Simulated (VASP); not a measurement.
# Sb in VASP: a series of runs

The runs below take Sb through single point, with PBE+D3(BJ).

Program: VASP 6.6.1. These are calculated values, not measurements. Logs are shortened: lines on timing, memory, paths and dates and some standing lists are left out, and cuts for length are marked.

**1. The cell of the first run**

The cell holds a slab with vacuum, 4 atoms: a = 4.069 Å, b = 4.069 Å, c = 20.800 Å, α = 90.00°, β = 90.00°, γ = 120.00°.

**2. Single point, PBE+D3(BJ) (layers slid over each other, then relaxed in part)**

Input file INCAR:

```
PREC = Accurate
ENCUT = 520
EDIFF = 1E-6
ISMEAR = 0
SIGMA = 0.05
LREAL = False
LASPH = True
NELM = 60
ALGO = Normal
ISIF = 2
LWAVE = False
LCHARG = True
LDIPOL = True
IDIPOL = 3
DIPOL = 0.5 0.5 0.370
GGA = PE
IVDW = 12
LELF = True
LVHAR = True
LVACPOTAV = True
NBANDS = 18
```

Input file KPOINTS:

```
Automatic mesh
0
Gamma
  9 9 1
```

Input file POSCAR:

```
Sb
1.0
    4.0686848921      0.0000000000      0.0000000000
   -2.0343424461      3.5235844766      0.0000000000
    0.0000000000      0.0000000000     20.8000277116
Sb
4
Direct
    0.3333333333      0.6666666667      0.2956483879
    0.6666666667      0.3333333333      0.2163458656
    0.0000000000      1.4444444444      0.5237689668
    0.3333333333      1.1111111111      0.4444640659
```

Potentials or basis: VASP PAW PBE potentials, release 64 (Sb).

Launch:

```sh
> cat potpaw_PBE.64/Sb/POTCAR > POTCAR
> mpirun -np 1 vasp_std > vasp.out
```

OUTCAR:

```text
PREC = Accurate
   ENCUT = 520
   EDIFF = 1E-6
   ISMEAR = 0
   LREAL = False
   LASPH = True
   NELM = 60
   ISIF = 2
   GGA = PE
   IVDW = 12
 IVDW          = 12

 ion  position               nearest neighbor table
   1  0.333  0.667  0.296-   2 2.87   2 2.87   2 2.87   4 3.58
   2  0.667  0.333  0.216-   1 2.87   1 2.87   1 2.87
   3  0.000  0.444  0.524-   4 2.87   4 2.87   4 2.87
   4  0.333  0.111  0.444-   3 2.87   3 2.87   3 2.87   1 3.58

  LATTYP: Found a hexagonal cell.
 ALAT       =     4.0686848921
 C/A-ratio  =     5.1122237930

  Lattice vectors:

 A1 = (   4.0686848921,   0.0000000000,   0.0000000000)
 A2 = (  -2.0343424461,   3.5235844766,   0.0000000000)
 A3 = (   0.0000000000,   0.0000000000,  20.8000277116)

Analysis of symmetry for initial positions (statically):
=====================================================================
 Subroutine PRICEL returns:
 Original cell was already a primitive cell.

 Routine SETGRP: Setting up the symmetry group for a
 hexagonal supercell.

 Subroutine GETGRP returns: Found  2 space group operations
 (whereof  1 operations were pure point group operations)
 out of a pool of 24 trial point group operations.

The static configuration has the point symmetry C_1 .
 The point group associated with its full space group is S_2 .

Analysis of symmetry for dynamics (positions and initial velocities):
=====================================================================
 Subroutine PRICEL returns:
 Original cell was already a primitive cell.

 Routine SETGRP: Setting up the symmetry group for a
 hexagonal supercell.

 Subroutine GETGRP returns: Found  2 space group operations
 (whereof  1 operations were pure point group operations)
 out of a pool of 24 trial point group operations.

The dynamic configuration has the point symmetry C_1 .
 The point group associated with its full space group is S_2 .

 Subroutine INISYM returns: Found  2 space group operations
 (whereof  1 operations are pure point group operations),
 and found     1 'primitive' translations

----------------------------------------------------------------------------------------

                                     Primitive cell

  volume of cell :     298.1966

  direct lattice vectors                    reciprocal lattice vectors
     4.068684892  0.000000000  0.000000000     0.245779663  0.141900954  0.000000000
    -2.034342446  3.523584477  0.000000000     0.000000000  0.283801909  0.000000000
     0.000000000  0.000000000 20.800027712     0.000000000  0.000000000  0.048076859

  length of vectors
     4.068684892  4.068684892 20.800027712     0.283801909  0.283801909  0.048076859

  position of ions in fractional coordinates (direct lattice)
     0.333333333  0.666666667  0.295648388
     0.666666667  0.333333333  0.216345866
     0.000000000  0.444444444  0.523768967
     0.333333333  0.111111111  0.444464066

  ion indices of the primitive-cell ions
   primitive index   ion index
                 1           1
                 2           2
                 3           3
                 4           4

----------------------------------------------------------------------------------------

 KPOINTS: Automatic mesh

Automatic generation of k-mesh.
 Grid dimensions read from file:
 generate k-points for:    9    9    1

 Generating k-lattice:

  Cartesian coordinates                     Fractional coordinates (reciprocal lattice)
     0.027308851  0.015766773  0.000000000     0.111111111 -0.000000000  0.000000000
     0.000000000  0.031533545  0.000000000     0.000000000  0.111111111  0.000000000
     0.000000000  0.000000000  0.048076859     0.000000000  0.000000000  1.000000000

  Length of vectors
     0.031533545  0.031533545  0.048076859

  Shift w.r.t. Gamma in fractional coordinates (k-lattice)
     0.000000000  0.000000000  0.000000000

 Subroutine IBZKPT returns following result:
 ===========================================

 Found     41 irreducible k-points:

 Following reciprocal coordinates:
            Coordinates               Weight
  0.000000  0.000000  0.000000      1.000000
  0.111111 -0.000000  0.000000      2.000000
  0.000000  0.111111  0.000000      2.000000
 -0.111111  0.111111  0.000000      2.000000
  0.222222 -0.000000  0.000000      2.000000
  0.000000  0.222222  0.000000      2.000000
[... 16 lines left out ...]
  0.333333  0.111111  0.000000      2.000000
 -0.111111  0.444444  0.000000      2.000000
 [... further k-points ...]
   k-points           NKPTS =     41   k-points in BZ     NKDIM =     41   number of bands    NBANDS=     18
   number of dos      NEDOS =    301   number of ions     NIONS =      4
   total plane-waves  NPLWV = 144000
   dimension x,y,z NGX =    30 NGY =   30 NGZ =  160
   dimension x,y,z NGXF=    60 NGYF=   60 NGZF=  320
   ions per type =               4
   NGX,Y,Z   is equivalent  to a cutoff of  12.26, 12.26, 12.79 a.u.
[... 36 lines left out ...]
   GGA     = PE    functional components
   LHFCALC =     F    Hartree Fock is set to
   AEXX    =    0.0000 exact exchange contribution
   IVDW    =    12    specifies the selected vdW correction
   LEPSILON=     F    determine dielectric tensor
   LRPA    =     F    only Hartree local field effects (RPA)
 non-spin polarized calculation
 Gauss-broadening in eV      SIGMA  =   0.05
  energy-cutoff  :      520.00
  volume of cell :      298.20
 maximum number of plane-waves:      8073
   NGX = 15   NGY = 15   NGZ = 77

 dipolmoment           0.000000      0.000000     -0.000002 electrons x Angstroem

 number of electron      20.0000001 magnetization

 dipolmoment           0.000000      0.000000      0.000282 electrons x Angstroem

 Free energy of the ion-electron system (eV)
  ---------------------------------------------------
  ext. energy  EPLUGINS =         0.00000000
  ---------------------------------------------------
  free energy    TOTEN  =       -16.16379570 eV

  energy without entropy =      -16.16379568  energy(sigma->0) =      -16.16379569

 E-fermi :   0.4644     XC(G=0):  -4.6475

 val. band max:        0.2965899616   @ k =  -0.1111   0.1111   0.0000
 cond. band min:       0.6312458501   @ k =   0.3333  -0.0000   0.0000
 fundamental gap:      0.3346558886
 Fermi energy:         0.4644481453

 k-point     1 :       0.0000    0.0000    0.0000
  band No.  band energies     occupation
      1     -11.7740      2.00000
      2     -11.5455      2.00000
      3      -7.1693      2.00000
      4      -6.1133      2.00000
      5      -1.6494      2.00000
      6      -0.3033      2.00000
[... 10 lines left out ...]
     17       4.1098      0.00000
     18       4.3453      0.00000

 k-point     2 :       0.1111   -0.0000    0.0000
  band No.  band energies     occupation
      1     -11.6393      2.00000
      2     -11.4098      2.00000
      3      -7.1304      2.00000
      4      -6.1266      2.00000
      5      -1.7207      2.00000
      6      -1.2921      2.00000
[... 10 lines left out ...]
     17       4.2781      0.00000
     18       4.5049      0.00000

 k-point     3 :       0.0000    0.1111    0.0000
  band No.  band energies     occupation
      1     -11.6377      2.00000
      2     -11.4107      2.00000
      3      -7.1179      2.00000
      4      -6.1416      2.00000
      5      -1.7391      2.00000
      6      -1.3590      2.00000
[... 10 lines left out ...]
     17       4.2764      0.00000
     18       4.5137      0.00000

 k-point     4 :      -0.1111    0.1111    0.0000
  band No.  band energies     occupation
      1     -11.6380      2.00000
      2     -11.4106      2.00000
      3      -7.1164      2.00000
      4      -6.1428      2.00000
      5      -1.7494      2.00000
      6      -1.3499      2.00000
[... 375 lines left out ...]
      4      -6.6296      2.00000
      5      -3.4307      2.00000
      6      -2.7854      2.00000
[... 10 lines left out ...]
     17       4.9729      0.00000
     18       5.1944      0.00000

 k-point    23 :       0.3333    0.1111    0.0000
  band No.  band energies     occupation
      1     -10.1709      2.00000
      2      -9.9310      2.00000
      3      -7.7489      2.00000
      4      -7.4022      2.00000
      5      -3.6967      2.00000
      6      -3.1408      2.00000
[... 10 lines left out ...]
     17       5.0081      0.00000
     18       5.6118      0.00000

 k-point    24 :      -0.1111    0.4444    0.0000
  band No.  band energies     occupation
      1     -10.1267      2.00000
      2      -9.9615      2.00000
      3      -7.6893      2.00000
      4      -7.4697      2.00000
      5      -3.7789      2.00000
      6      -2.9900      2.00000
[... 10 lines left out ...]
     17       5.2240      0.00000
     18       5.7042      0.00000

 [... further k-points ...]

------------------------ aborting loop because EDIFF is reached ----------------------------------------

 Edisp (eV)   -1.27886

 E8    (eV) :    -0.6158

  FORCE on cell =-STRESS in cart. coord.  units (eV):
  Direction    XX          YY          ZZ          XY          YZ          ZX
  --------------------------------------------------------------------------------------
  -------------------------------------------------------------------------------------
  Total       0.61218     0.63919     0.22144    -0.31243     0.36659    -0.16816
  in kB       3.28916     3.43431     1.18975    -1.67863     1.96966    -0.90353
  external pressure =        2.64 kB  Pullay stress =        0.00 kB

 VOLUME and BASIS-vectors are now :
 -----------------------------------------------------------------------------
  energy-cutoff  :      520.00
  volume of cell :      298.20
      direct lattice vectors                 reciprocal lattice vectors
     4.068684892  0.000000000  0.000000000     0.245779663  0.141900954  0.000000000
    -2.034342446  3.523584477  0.000000000     0.000000000  0.283801909  0.000000000
     0.000000000  0.000000000 20.800027712     0.000000000  0.000000000  0.048076859

 POSITION                                       TOTAL-FORCE (eV/Angst)
 -----------------------------------------------------------------------------------
     -0.00000      2.34906      6.14949         0.019048     -0.051716      0.088687
      2.03434      1.17453      4.50000         0.016857     -0.032560     -0.080925
     -0.90415      1.56604     10.89441        -0.016857      0.032560      0.080925
      1.13019      0.39151      9.24486        -0.019048      0.051716     -0.088687
 -----------------------------------------------------------------------------------
    total drift:                                0.000039     -0.000037      0.016204

  FREE ENERGIE OF THE ION-ELECTRON SYSTEM (eV)
  ---------------------------------------------------
  free  energy   TOTEN  =       -17.4426544101 eV

  energy  without entropy=      -17.4426543894  energy(sigma->0) =      -17.44265440

 vacuum level on the upper side and lower side of the slab         4.627         4.624
```

Run time: 3.9 min. Hardware: 1 thread of AMD EPYC 7R13 (Zen 3), shared host; peak memory 0.45 GiB.

Results:

- Free energy: -17.4427 eV
- Largest force: 0.104 eV/Å
- Dispersion energy per atom: -0.320 eV

Forces on the atoms (eV/Å):
```
Sb   0.019 -0.052  0.089
Sb   0.017 -0.033 -0.081
Sb  -0.017  0.033  0.081
Sb  -0.019  0.052 -0.089
```

Caveat: the cell differs from its parent crystal (layers slid over each other, then relaxed in part); spin-orbit coupling is left out, which moves the levels of the heavy elements.

**3. Single point, PBE+D3(BJ) (layers slid over each other, then relaxed in part)**

Input file INCAR:

```
  PREC = Accurate
  ENCUT = 520
  EDIFF = 1E-6
  ISMEAR = 0
  SIGMA = 0.05
  LREAL = F
  LASPH = T
  NELM = 60
  ALGO = Normal
  ISIF = 2
  LWAVE = F
  LCHARG = F
  LDIPOL = T
  IDIPOL = 3
  DIPOL = 0.5 0.5 0.378
  GGA = PE
  IVDW = 12
  NBANDS = 18
```

KPOINTS is that of step 2.

Input file POSCAR:

```
Sb
1.0
    4.0686848921      0.0000000000      0.0000000000
   -2.0343424461      3.5235844766      0.0000000000
    0.0000000000      0.0000000000     20.8000277116
Sb
4
Direct
    0.3333333333      0.6666666667      0.2957028575
    0.6666666667      0.3333333333      0.2163458656
    0.0000000000      1.6666666667      0.5398123646
    0.3333333333      1.3333333333      0.4604517197
```

Potentials or basis: VASP PAW PBE potentials, release 64 (Sb).

Launch:

```sh
> cat potpaw_PBE.64/Sb/POTCAR > POTCAR
> mpirun -np 1 vasp_std > vasp.out
```

Run time: 3.6 min. Hardware: 1 thread of AMD EPYC 7R13 (Zen 3), shared host; peak memory 0.45 GiB.

It converged, with:

- Free energy: -17.3880 eV
- Largest force: 0.108 eV/Å
- Band gap on the k mesh: 0.60 eV (least direct gap 1.15 eV)
- Dispersion energy per atom: -0.306 eV

Forces on the atoms (eV/Å):
```
Sb  -0.040  0.052  0.086
Sb  -0.028  0.040 -0.082
Sb   0.028 -0.040  0.082
Sb   0.040 -0.052 -0.086
```

Levels at points of the mesh, in eV from the valence-band top:
```tsv
k point	band 7	band 8	band 9	band 10	band 11	band 12	band 13	band 14
(0.00, 0.00, 0.00)	-0.27	-0.24	-0.19	-0.09	1.29	1.96	2.48	2.49
```

Caveat: the cell differs from its parent crystal (layers slid over each other, then relaxed in part); spin-orbit coupling is left out, which moves the levels of the heavy elements.

**4. Single point, PBE+D3(BJ) (layers slid over each other, then relaxed in part)**

Input file INCAR:

```
SYSTEM = Sb
PREC     = Accurate       ! precision mode
ENCUT    = 520            ! plane-wave cutoff, eV
EDIFF    = 1E-7           ! SCF threshold, eV
ISMEAR   = 0              ! smearing method
SIGMA    = 0.05           ! smearing width, eV
LREAL    = .False.        ! projectors in reciprocal space
LASPH    = .True.         ! aspherical terms in the spheres
NELM     = 100            ! most SCF steps
ALGO     = Normal         ! electronic algorithm
ISIF     = 2              ! what is computed and relaxed
LWAVE    = .False.        ! write WAVECAR
LCHARG   = .False.        ! write CHGCAR
LDIPOL   = .True.       
IDIPOL   = 3            
DIPOL    = 0.5 0.5 0.390
GGA      = PE             ! functional
IVDW     = 12             ! dispersion correction
NBANDS   = 18             ! bands
```

Input file KPOINTS:

```
regular mesh
0
Gamma
  9 9 1
  0 0 0
```

Input file POSCAR:

```
Sb
1.0
    4.0686848921      0.0000000000      0.0000000000
   -2.0343424461      3.5235844766      0.0000000000
    0.0000000000      0.0000000000     20.8000277116
Sb
4
Direct
    0.3333333333      0.6666666667      0.2957537639
    0.6666666667      0.3333333333      0.2163458656
    0.0000000000      1.8888888889      0.5631528010
    0.3333333333      1.5555555556      0.4837393848
```

Launch:

```sh
> cat potpaw_PBE.64/Sb/POTCAR > POTCAR
> mpirun -np 1 vasp_std > vasp.out
```

Wall time 3.7 min (1 thread of AMD EPYC 7R13 (Zen 3), shared host); peak memory 0.43 GiB.

It converged, with:

* Free energy: -17.3261 eV
* Largest force: 0.089 eV/Å
* Band gap on the k mesh: 0.88 eV (least direct gap 1.36 eV)
* Dispersion energy per atom: -0.288 eV

Forces on the atoms (eV/Å):
```
Sb  -0.008  0.012  0.087
Sb  -0.007  0.011 -0.086
Sb   0.007 -0.011  0.086
Sb   0.008 -0.012 -0.087
```

Levels at points of the mesh, in eV from the valence-band top:
```csv
k point,band 7,band 8,band 9,band 10,band 11,band 12,band 13,band 14
"(0.00, 0.00, 0.00)",-0.06,-0.05,-0.01,0.00,1.49,1.95,2.70,2.72
```

Caveat: the cell differs from its parent crystal (layers slid over each other, then relaxed in part); spin-orbit coupling is left out, which moves the levels of the heavy elements.

**5. Single point, PBE+D3(BJ) (layers slid over each other, then relaxed in part)**

Input file INCAR:

```
PREC = Accurate
ENCUT = 520
EDIFF = 1E-6
ISMEAR = 0
SIGMA = 0.05
LREAL = F
LASPH = T
NELM = 100
ALGO = Normal
ISIF = 2
LWAVE = F
LCHARG = F
LDIPOL = T
IDIPOL = 3
DIPOL = 0.5 0.5 0.369
GGA = PE
IVDW = 12
NBANDS = 18
```

Input file KPOINTS:

```
regular mesh
0
Gamma
  9 9 1
```

Input file POSCAR:

```
Sb
1.0
    4.0686848921      0.0000000000      0.0000000000
   -2.0343424461      3.5235844766      0.0000000000
    0.0000000000      0.0000000000     20.8000277116
Sb
4
Direct
    0.3333333333      0.6666666667      0.2958374741
    0.6666666667      0.3333333333      0.2163458656
    0.2222222222      1.6666666667      0.5216143751
    0.5555555556      1.3333333333      0.4421220104
```

Launch:

```sh
> cat potpaw_PBE.64/Sb/POTCAR > POTCAR
> mpirun -np 1 vasp_std > vasp.out
```

Run time: 3.7 min. Hardware: 1 thread of AMD EPYC 7R13 (Zen 3), shared host; peak memory 0.45 GiB.

The run converged. Its results:

* Free energy: -17.4764 eV
* Largest force: 0.100 eV/Å
* Dispersion energy per atom: -0.322 eV

Forces on the atoms (eV/Å):
```
Sb  -0.048  0.021  0.086
Sb  -0.034  0.013 -0.080
Sb   0.034 -0.013  0.080
Sb   0.048 -0.021 -0.086
```

Levels at points of the mesh, in eV from the Fermi level:
| k point | band 7 | band 8 | band 9 | band 10 | band 11 | band 12 | band 13 | band 14 |
| --- | --- | --- | --- | --- | --- | --- | --- | --- |
| (0.00, 0.00, 0.00) | -0.63 | -0.55 | -0.49 | -0.35 | 0.95 | 1.90 | 2.05 | 2.12 |

Caveat: the cell differs from its parent crystal (layers slid over each other, then relaxed in part); spin-orbit coupling is left out, which moves the levels of the heavy elements.

**6. Single point, PBE+D3(BJ) (layers slid over each other, then relaxed in part)**

Input file INCAR:

```
PREC     = Accurate       # precision mode
ENCUT    = 520            # plane-wave cutoff, eV
EDIFF    = 1E-7           # SCF threshold, eV
ISMEAR   = 0              # smearing method
SIGMA    = 0.05           # smearing width, eV
LREAL    = False          # projectors in reciprocal space
LASPH    = True           # aspherical terms in the spheres
NELM     = 80             # most SCF steps
ALGO     = Normal         # electronic algorithm
ISIF     = 2              # what is computed and relaxed
LWAVE    = False          # write WAVECAR
LCHARG   = True           # write CHGCAR
LDIPOL   = True         
IDIPOL   = 3            
DIPOL    = 0.5 0.5 0.360
GGA      = PE             # functional
IVDW     = 12             # dispersion correction
LELF     = True           # ELF
LVHAR    = True         
LVACPOTAV= True         
NBANDS   = 18             # bands
```

Input file KPOINTS:

```
Automatic mesh
0
Gamma
  9 9 1
```

Input file POSCAR:

```
Sb
1.0
    4.0686848921      0.0000000000      0.0000000000
   -2.0343424461      3.5235844766      0.0000000000
    0.0000000000      0.0000000000     20.8000277116
Sb
4
Direct
    0.3333333333      0.6666666667      0.2951833672
    0.6666666667      0.3333333333      0.2163458656
    0.6666666667      1.2222222222      0.5041007260
    1.0000000000      0.8888888889      0.4252556916
```

Potentials or basis: VASP PAW PBE potentials, release 64 (Sb).

Launch:

```sh
> cat potpaw_PBE.64/Sb/POTCAR > POTCAR
> mpirun -np 1 vasp_std > vasp.out
```

Run time: 4.1 min. Hardware: 1 thread of AMD EPYC 7R13 (Zen 3), shared host; peak memory 0.46 GiB.

Results (log left out):

```
Free energy                : -17.4871 eV
Largest force              : 0.148 eV/Å
Dispersion energy per atom : -0.338 eV
```

Forces in eV/Å, atoms in the order of the input:
```
Sb   0.094 -0.070  0.091
Sb   0.062 -0.057 -0.076
Sb  -0.062  0.057  0.076
Sb  -0.094  0.070 -0.091
```

Levels at points of the mesh, in eV from the Fermi level:
```csv
k point,band 8,band 9,band 10,band 11,band 12,band 13
"(0.00, 0.00, 0.00)",-0.82,-0.70,-0.30,0.73,1.57,1.75
```

Caveat: the cell differs from its parent crystal (layers slid over each other, then relaxed in part); spin-orbit coupling is left out, which moves the levels of the heavy elements.

**7. Summary**

```tsv
cell	gap on the mesh (eV)	largest force (eV/Å)
as given, atomic positions A	-	0.10
as given, atomic positions B	0.60	0.11
as given, atomic positions C	0.88	0.09
as given, atomic positions D	-	0.10
as given, atomic positions E	-	0.15
```

Alike in all rows: task single point; level PBE+D3(BJ); potentials or basis VASP PAW PBE potentials, release 64 (Sb); no spin polarisation; k mesh 9 × 9 × 1; cutoff (eV) 520; smearing gaussian 0.05 eV.

Caveats: spin-orbit coupling is left out, which moves the levels of the heavy elements.

Absolute energies hang on the potentials; compare differences alone.
